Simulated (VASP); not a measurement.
# Ga (Cmce) in VASP: a series of runs

The runs below take Ga through electric field gradients, with PBEsol.

All numbers are computed with VASP 6.6.1; they aren't measurements. Logs are shortened: lines on timing, memory, paths and dates and some standing lists are left out, and cuts for length are marked.

## 1. The cell of the first run

The structure is orthorhombic, space group Cmce (No. 64). The conventional cell has a = 4.480 Å, b = 7.593 Å, c = 4.486 Å, α = 90.00°, β = 90.00°, γ = 90.00°. Within 3.2 Å of Ga (site symmetry m) lie 7 Ga at 2.42 to 2.78 Å.

## 2. Electric field gradients, PBEsol (volume scaled by 0.98)

File INCAR:

```
PREC     = Accurate       # precision mode
ENCUT    = 520            # plane-wave cutoff, eV
EDIFF    = 1E-8           # SCF threshold, eV
ISMEAR   = -1             # smearing method
SIGMA    = 0.05           # smearing width, eV
LREAL    = F              # projectors in reciprocal space
LASPH    = T              # aspherical terms in the spheres
NELM     = 80             # most SCF steps
ALGO     = Normal         # electronic algorithm
ISIF     = 2              # what is computed and relaxed
LWAVE    = F              # write WAVECAR
LCHARG   = F              # write CHGCAR
GGA      = PS             # functional
LEFG     = T            
NBANDS   = 34             # bands
```

File KPOINTS:

```
Automatic mesh
0
Gamma
  9 9 8
```

File POSCAR:

```
Ga
1.0
    2.2402129667     -3.7967455357      0.0000000000
    2.2402129667      3.7967455357      0.0000000000
    0.0000000000      0.0000000000      4.4863856638
Ga
4
Direct
    0.1525000000      0.8475000000      0.0785000000
    0.6525000000      0.3475000000      0.4215000000
    0.8475000000      0.1525000000      0.9215000000
    0.3475000000      0.6525000000      0.5785000000
```

Potentials or basis: VASP PAW PBE potentials, release 64 (Ga_d).

Command:

```bash
$ cat potpaw_PBE.64/Ga_d/POTCAR > POTCAR
$ mpirun -np 1 vasp_std > vasp.out
```

OUTCAR:

```text
PREC = Accurate
   ENCUT = 520
   EDIFF = 1E-8
   ISMEAR = -1
   LREAL = F
   LASPH = T
   NELM = 80
   ISIF = 2
   GGA = PS

 ion  position               nearest neighbor table
   1  0.153  0.847  0.078-   3 2.42   4 2.69   4 2.69   2 2.72   2 2.72   3 2.78   3 2.78
   2  0.653  0.347  0.422-   4 2.42   3 2.69   3 2.69   1 2.72   1 2.72   4 2.78   4 2.78
   3  0.847  0.153  0.922-   1 2.42   2 2.69   2 2.69   4 2.72   4 2.72   1 2.78   1 2.78
   4  0.347  0.653  0.578-   2 2.42   1 2.69   1 2.69   3 2.72   3 2.72   2 2.78   2 2.78

  LATTYP: Found a base centered orthorhombic cell.
 ALAT       =     4.4804259334
 B/A-ratio  =     1.6948145521
 C/A-ratio  =     1.0013301705

  Lattice vectors:

 A1 = (   2.2402129667,  -3.7967455357,   0.0000000000)
 A2 = (   2.2402129667,   3.7967455357,   0.0000000000)
 A3 = (   0.0000000000,   0.0000000000,   4.4863856638)

Analysis of symmetry for initial positions (statically):
=====================================================================
 Subroutine PRICEL returns:
 Original cell was already a primitive cell.

 Routine SETGRP: Setting up the symmetry group for a
 base centered orthorhombic supercell.

 Subroutine GETGRP returns: Found  8 space group operations
 (whereof  4 operations were pure point group operations)
 out of a pool of  8 trial point group operations.

The static configuration has the point symmetry C_2h.
 The point group associated with its full space group is D_2h.

Analysis of symmetry for dynamics (positions and initial velocities):
=====================================================================
 Subroutine PRICEL returns:
 Original cell was already a primitive cell.

 Routine SETGRP: Setting up the symmetry group for a
 base centered orthorhombic supercell.

 Subroutine GETGRP returns: Found  8 space group operations
 (whereof  4 operations were pure point group operations)
 out of a pool of  8 trial point group operations.

The dynamic configuration has the point symmetry C_2h.
 The point group associated with its full space group is D_2h.

 Subroutine INISYM returns: Found  8 space group operations
 (whereof  4 operations are pure point group operations),
 and found     1 'primitive' translations

----------------------------------------------------------------------------------------

                                     Primitive cell

  volume of cell :      76.3181

  direct lattice vectors                    reciprocal lattice vectors
     2.240212967 -3.796745536  0.000000000     0.223193066 -0.131691733  0.000000000
     2.240212967  3.796745536  0.000000000     0.223193066  0.131691733  0.000000000
     0.000000000  0.000000000  4.486385664     0.000000000  0.000000000  0.222896575

  length of vectors
     4.408381880  4.408381880  4.486385664     0.259148330  0.259148330  0.222896575

  position of ions in fractional coordinates (direct lattice)
     0.152500000  0.847500000  0.078500000
     0.652500000  0.347500000  0.421500000
     0.847500000  0.152500000  0.921500000
     0.347500000  0.652500000  0.578500000

  ion indices of the primitive-cell ions
   primitive index   ion index
                 1           1
                 2           2
                 3           3
                 4           4

----------------------------------------------------------------------------------------

 KPOINTS: Automatic mesh

Automatic generation of k-mesh.
 Grid dimensions read from file:
 generate k-points for:    9    9    8

 Generating k-lattice:

  Cartesian coordinates                     Fractional coordinates (reciprocal lattice)
     0.024799230 -0.014632415  0.000000000     0.111111111  0.000000000  0.000000000
     0.024799230  0.014632415  0.000000000     0.000000000  0.111111111  0.000000000
     0.000000000  0.000000000  0.027862072     0.000000000  0.000000000  0.125000000

  Length of vectors
     0.028794259  0.028794259  0.027862072

  Shift w.r.t. Gamma in fractional coordinates (k-lattice)
[... 36 lines left out ...]
   total plane-waves  NPLWV =  46656
   dimension x,y,z NGX =    36 NGY =   36 NGZ =   36
   dimension x,y,z NGXF=    72 NGYF=   72 NGZF=   72
   ions per type =               4
   NGX,Y,Z   is equivalent  to a cutoff of  13.58, 13.58, 13.34 a.u.
   NGXF,Y,Z  is equivalent  to a cutoff of  27.15, 27.15, 26.68 a.u.
 SYSTEM =  unknown system
   PREC   = accura    normal or accurate (medium, high low for compatibility)
   ISTART =      0    job   : 0-new  1-cont  2-samecut
   ICHARG =      2    charge: 1-file 2-atom 10-const
   ISPIN  =      1    spin polarized calculation?
   LNONCOLLINEAR =      F non collinear calculations
   LSORBIT =      F    spin-orbit coupling
   LASPH  =      T    aspherical Exc in radial PAW
   ENCUT  =  520.0 eV  38.22 Ry    6.18 a.u.   8.20  8.20  8.34*2*pi/ulx,y,z
   NELM   =     80;   NELMIN=  2; NELMDL= -5     # of ELM steps
   EDIFF  = 0.1E-07   stopping-criterion for ELM
   LREAL  =      F    real-space projection
   EDIFFG = 0.1E-06   stopping-criterion for IOM
   NSW    =      0    number of steps for IOM
   IBRION =     -1    ionic relax: 0-MD 1-quasi-New 2-CG
   NFREE  =      0    steps in history (QN), initial steepest desc. (CG)
   ISIF   =      2    stress and relaxation
   ISYM   =      2    0-nonsym 1-usesym 2-fastsym
   POTIM  = 0.5000    time-step for ionic-motion
   TEBEG  =    0.0;   TEEND  =   0.0 temperature during run
   PSTRESS=    0.0 pullay stress
   NELECT =      52.0000    total number of electrons
   NUPDOWN=      -1.0000    fix difference up-down
   EMIN   =  10.00;   EMAX   =-10.00  energy-range for DOS
   EFERMI =   0.00;   METHOD = LEGACY
   ISMEAR =    -1;   SIGMA  =   0.05  broadening in eV -4-tet -1-fermi 0-gaus
   EFERMI_NEDOS =   21; number of points for ismear=-14 and -15
   IALGO  =     38    algorithm
   IMIX   =      4    mixing-type and parameters
     AMIX     =   0.40;   BMIX     =  1.00
     AMIX_MAG =   1.60;   BMIX_MAG =  1.00
  volume/ion in A,a.u.               =      19.08       128.75
  Fermi-wavevector in a.u.,A,eV,Ry     =   1.440567  2.722277 28.235265  2.075233
  Thomas-Fermi vector in A             =   2.559297
   LORBIT       =      0    0 simple, 1 ext, 2 COOP (PROOUT), +10 PAW based schemes
   GGA     = PS    functional components
   LHFCALC =     F    Hartree Fock is set to
   AEXX    =    0.0000 exact exchange contribution
   IVDW    =     0    specifies the selected vdW correction
   LEPSILON=     F    determine dielectric tensor
   LRPA    =     F    only Hartree local field effects (RPA)
 non-spin polarized calculation
  energy-cutoff  :      520.00
  volume of cell :       76.32
 maximum number of plane-waves:      2076
 NGX is ok and might be reduce to    36
   NGX = 17   NGY = 17   NGZ = 17

 number of electron      52.0000020 magnetization

 Free energy of the ion-electron system (eV)
  ---------------------------------------------------
  ext. energy  EPLUGINS =         0.00000000
  ---------------------------------------------------
  free energy    TOTEN  =       -13.37705828 eV

  energy without entropy =      -13.36907603  energy(sigma->0) =      -13.37306715

 E-fermi :   5.1066     XC(G=0): -10.9390

 val. band max:        5.1062211221   @ k =  -0.4444   0.3333   0.1250
 cond. band min:       5.1121160188   @ k =  -0.4444   0.2222   0.0000
 fundamental gap:      0.0058948968
 Fermi energy:         5.1066432060

 k-point     1 :       0.0000    0.0000    0.0000
  band No.  band energies     occupation
      1     -10.0253      2.00000
      2     -10.0165      2.00000
      3     -10.0164      2.00000
      4      -9.9892      2.00000
      5      -9.9322      2.00000
      6      -9.9003      2.00000
[... 877 lines left out ...]
     33      11.9140      0.00000
     34      13.0844      0.00000

 [... further k-points ...]
[... 5 lines left out ...]
  --------------------------------------------------------------------------------------
  -------------------------------------------------------------------------------------
  Total       -0.3875523      0.8109173     -0.3794501      0.0000000     -0.0000000      0.0000000
  in kB       -8.1360477     17.0239280     -7.9659542      0.0000000     -0.0000000      0.0000000
  external PRESSURE =       0.3073087 kB  Pullay stress =       0.0000000 kB

 VOLUME and BASIS-vectors are now :
 -----------------------------------------------------------------------------
  energy-cutoff  :      520.00
  volume of cell :       76.32
      direct lattice vectors                 reciprocal lattice vectors
     2.240212967 -3.796745536  0.000000000     0.223193066 -0.131691733  0.000000000
     2.240212967  3.796745536  0.000000000     0.223193066  0.131691733  0.000000000
     0.000000000  0.000000000  4.486385664     0.000000000  0.000000000  0.222896575

 POSITION                                       TOTAL-FORCE (eV/Angst)
 -----------------------------------------------------------------------------------
      2.24021      2.63874      0.35218         0.000000     -0.430263      0.123170
      2.24021     -1.15801      1.89101         0.000000     -0.430263     -0.123170
      2.24021     -2.63874      4.13420         0.000000      0.430263     -0.123170
      2.24021      1.15801      2.59537         0.000000      0.430263      0.123170
 -----------------------------------------------------------------------------------
    total drift:                                0.000000      0.000000     -0.000000

  FREE ENERGIE OF THE ION-ELECTRON SYSTEM (eV)
  ---------------------------------------------------
  free  energy   TOTEN  =       -13.3770582833 eV

  energy  without entropy=      -13.3690760261  energy(sigma->0) =      -13.37306715

 Electric field gradients (V/A^2)
---------------------------------------------------------------------
 ion       V_xx      V_yy      V_zz      V_xy      V_xz      V_yz
---------------------------------------------------------------------
   1      30.125   -42.024    11.899    -0.000    -0.000    26.439
   2      30.125   -42.024    11.899    -0.000     0.000   -26.439
   3      30.125   -42.024    11.899     0.000     0.000    26.439
   4      30.125   -42.024    11.899    -0.000    -0.000   -26.439
---------------------------------------------------------------------

 Electric field gradients after diagonalization (V/A^2)
 (convention: |V_zz| > |V_xx| > |V_yy|)
----------------------------------------------------------------------
 ion       V_xx      V_yy      V_zz     asymmetry (V_yy - V_xx)/ V_zz
----------------------------------------------------------------------
   1      30.125    22.699   -52.824       0.141
   2      30.125    22.699   -52.824       0.141
   3      30.125    22.699   -52.824       0.141
   4      30.125    22.699   -52.824       0.141
----------------------------------------------------------------------

           NMR quadrupolar parameters

 Cq : quadrupolar parameter    Cq=e*Q*V_zz/h
 eta: asymmetry parameters     (V_yy - V_xx)/ V_zz
 Q  : nuclear electric quadrupole moment in mb (millibarn)
----------------------------------------------------------------------
 ion       Cq(MHz)       eta       Q (mb)
----------------------------------------------------------------------
   1      -0.128       0.141       1.000
   2      -0.128       0.141       1.000
   3      -0.128       0.141       1.000
   4      -0.128       0.141       1.000
----------------------------------------------------------------------
```

It took 5 min on 1 thread of Intel Xeon 6975P-C, shared host; peak memory 0.36 GiB.

Results:

```yaml
Free_energy: -13.3771 eV
Pressure: 0.0 GPa
Largest_force: 0.448 eV/Å
Band_gap_on_the_k_mesh: zero (band 26 reaches 5.53 eV, above the bottom of band 27 at 4.25 eV)
```

Forces on the atoms (eV/Å):
```
Ga   0.000 -0.430  0.123
Ga   0.000 -0.430 -0.123
Ga   0.000  0.430 -0.123
Ga   0.000  0.430  0.123
```

Stress tensor (GPa, compression positive):
```
-0.81  0.00  0.00
 0.00  1.70  0.00
 0.00  0.00 -0.80
```

Electric field gradients, principal values (V/Å²):
```csv
atom,least,middle,greatest (by size)
1 Ga,22.699,30.125,-52.824
2 Ga,22.699,30.125,-52.824
3 Ga,22.699,30.125,-52.824
4 Ga,22.699,30.125,-52.824
```

Caveat: without QUAD_EFG the Cq values of the log hold for a quadrupole moment of 1 mb, not for the nuclei; the PAW data sets were made with another functional, which shifts forces and pressure a little.

[end of part 1 of 2]
